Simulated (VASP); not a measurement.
Input of a VASP 6.6.1 run:

Contents of POSCAR:

```
Ag
1.0
    2.9025536970      0.0000000000      0.0000000000
   -1.4512768485      2.5136852375      0.0000000000
    0.0000000000      0.0000000000     25.4797000000
Ag
5
Direct
    0.8333333333      0.1666666667      0.3142664477
    0.1666666667      0.8333333333      0.4070153571
    0.5000000000      0.5000000000      0.4999999873
    0.8333333333      0.1666666667      0.5929846443
    0.1666666667      0.8333333333      0.6857335636
```

INCAR.step1

```
SYSTEM = Ag
PREC = Accurate
ENCUT = 520
ISMEAR = -1
SIGMA = 0.1
LREAL = .False.
LASPH = .True.
NELM = 80
LDIPOL = .True.
IDIPOL = 3
DIPOL = 0.5 0.5 0.500
NBANDS = 36
GGA = PE
ALGO = Normal
EDIFF = 1E-4
LWAVE = .True.
LCHARG = .False.
```

INCAR.step2

```
SYSTEM = Ag
PREC = Accurate
ENCUT = 520
EDIFF = 1E-6
ISMEAR = -1
SIGMA = 0.1
LREAL = .False.
LASPH = .True.
NELM = 80
ALGO = Normal
ISIF = 2
LWAVE = .False.
LCHARG = .False.
LDIPOL = .True.
IDIPOL = 3
DIPOL = 0.5 0.5 0.500
METAGGA = R2SCAN
LMIXTAU = .True.
NBANDS = 36
ISTART = 1
```

File KPOINTS:

```
regular mesh
0
Gamma
  13 13 1
  0 0 0
```

Potentials or basis: VASP PAW PBE potentials, release 64 (Ag).

Launch:

```bash
$ cat potpaw_PBE.64/Ag/POTCAR > POTCAR
$ cp INCAR.step1 INCAR
$ mpirun -np 1 vasp_std > vasp.out
$ cp INCAR.step2 INCAR
$ mpirun -np 1 vasp_std > vasp.out
```

Task: Estimate the band gap on the k mesh.

Result: Zero (an odd number of electrons rules out a gap without spin polarisation).

Task: Predict the largest force.

Result: 0.013 eV/Å.

Forces on the atoms (eV/Å):
```
Ag   0.000  0.000 -0.013
Ag   0.000  0.000  0.005
Ag   0.000  0.000  0.000
Ag   0.000  0.000 -0.005
Ag   0.000  0.000  0.013
```

Caveat: the PAW data sets were made with another functional, which shifts forces and pressure a little.
